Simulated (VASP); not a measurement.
Wanted: the native input for a VASP 6.6.1 run.

```
Task                   : single point
Functional             : r2SCAN
Potentials or basis    : VASP PAW PBE potentials, release 64 (Ti_sv)
Cutoff                 : 520 eV
k mesh                 : 12 × 12 × 18
Occupations            : gaussian, width 0.1 eV
Spin                   : no spin polarisation
Dipole correction      : no
Further INCAR settings : ALGO = Normal; EDIFF = 1e-07; NBANDS = 25
```

Crystal: Ti.

```
CELL_PARAMETERS angstrom
4.47666 0.00000 0.00000
-2.23833 3.87690 0.00000
0.00000 0.00000 2.84879
ATOMIC_POSITIONS crystal
Ti 0.00000 0.00000 0.00000
Ti 0.33333 0.66667 0.50000
Ti 0.66667 0.33333 0.50000
```

This cell differs from its parent crystal: biaxial strain in the a-b plane: -2.0 %, then relaxed in part.

The input as run:

POSCAR

```
Ti
1.0
    4.4766612703      0.0000000000      0.0000000000
   -2.2383306352      3.8769023842      0.0000000000
    0.0000000000      0.0000000000      2.8487877344
Ti
3
Direct
    0.0000000000      0.0000000000      0.0000000000
    0.3333333333      0.6666666667      0.5000000000
    0.6666666667      0.3333333333      0.5000000000
```

INCAR.step1

```
  ALGO = Normal
  EDIFF = 1E-4
  ENCUT = 520
  GGA = PE
  ISMEAR = 0
  LASPH = T
  LCHARG = F
  LREAL = F
  LWAVE = T
  NBANDS = 25
  NELM = 60
  PREC = Accurate
  SIGMA = 0.1
```

INCAR.step2

```
  ALGO = Normal
  EDIFF = 1E-7
  ENCUT = 520
  ISIF = 2
  ISMEAR = 0
  ISTART = 1
  LASPH = T
  LCHARG = T
  LELF = T
  LMIXTAU = T
  LREAL = F
  LVHAR = T
  LWAVE = F
  METAGGA = R2SCAN
  NBANDS = 25
  NELM = 60
  PREC = Accurate
  SIGMA = 0.1
```

KPOINTS

```
k-points
0
Gamma
  12 12 18
```

Potentials or basis: VASP PAW PBE potentials, release 64 (Ti_sv).

Command:

```bash
$ cat potpaw_PBE.64/Ti_sv/POTCAR > POTCAR
$ cp INCAR.step1 INCAR
$ mpirun -np 1 vasp_std > vasp.out
$ cp INCAR.step2 INCAR
$ mpirun -np 1 vasp_std > vasp.out
```

It gave:

```json
{"Pressure": "4.3 GPa", "Band gap on the k mesh": "zero (bands 18 and 19 overlap by 0.41 eV)"}
```

Caveat: the cell differs from its parent crystal (biaxial strain in the a-b plane: -2.0 %, then relaxed in part); the stress differs along the axes, from 0 to 6 GPa; the PAW data sets were made with another functional, which shifts forces and pressure a little.

It took 26 min on 1 thread of Oxide Virtual Turin-like Processor (shared host), peak memory 0.27 GiB.
